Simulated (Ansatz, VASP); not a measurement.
# K in VASP and in Ansatz

Contents of INCAR:

```
PREC = Accurate
ENCUT = 600
EDIFF = 1E-6
ISMEAR = -1
SIGMA = 0.1
LREAL = False
LASPH = True
NELM = 60
ALGO = Normal
ISIF = 3
LWAVE = False
LCHARG = False
GGA = PE
IBRION = 2
NSW = 60
EDIFFG = -0.005
```

The input KPOINTS:

```
Automatic mesh
0
Gamma
  8 8 8
```

POSCAR

```
K
1.0
    0.0000000000      4.5172588256      4.5172588256
    4.5172588256      0.0000000000      4.5172588256
    4.5172588256      4.5172588256      0.0000000000
K
2
Direct
   -0.1250000000     -0.1250000000     -0.1250000000
    0.1250000000      0.1250000000      0.1250000000
```

Input for Ansatz:

```yaml
crystal:
  lattice:
    - [0.0, 4.5172588256, 4.5172588256]
    - [4.5172588256, 0.0, 4.5172588256]
    - [4.5172588256, 4.5172588256, 0.0]
  atoms:
    - { symbol: K, position: [-0.125, -0.125, -0.125] }
    - { symbol: K, position: [0.125, 0.125, 0.125] }
kpoints:
  mp_grid: { grid: [8, 8, 8] }
scf:
  occupations: { method: fermi_dirac, width: 0.1 }
hamiltonian:
  xc: pbe
  pseudopotentials: { kind: paw }
output:
  forces: true
  stress: true
relax:
  f_tol: 0.005
  max_steps: 40
  cell: {}
```

Alike in both runs: task relaxation of cell and atoms; functional PBE; k mesh 8 × 8 × 8; occupations fermi-dirac, width 0.1 eV; no spin polarisation.

|  | VASP | Ansatz |
| --- | --- | --- |
| version | VASP 6.6.1 | Ansatz 0.2.0 |
| potentials or method | VASP PAW PBE potentials, release 64 (K_sv) | PAW with Ansatz's default frozen-core files, scalar-relativistic |
| plane-wave cutoff (eV) | 600 | 420 |
| valence electrons in the cell | 18 | 18 |

```csv
,VASP,Ansatz,Ansatz less VASP
relaxed volume (Å³/atom),111.68,110.98,-0.706
relaxed length of the cell vector where the two differ most in proportion (Å),6.810,6.796,-0.0144
```

Noted on VASP's run: the volume moved by over 15 % at a fixed basis, so the end points are rough.
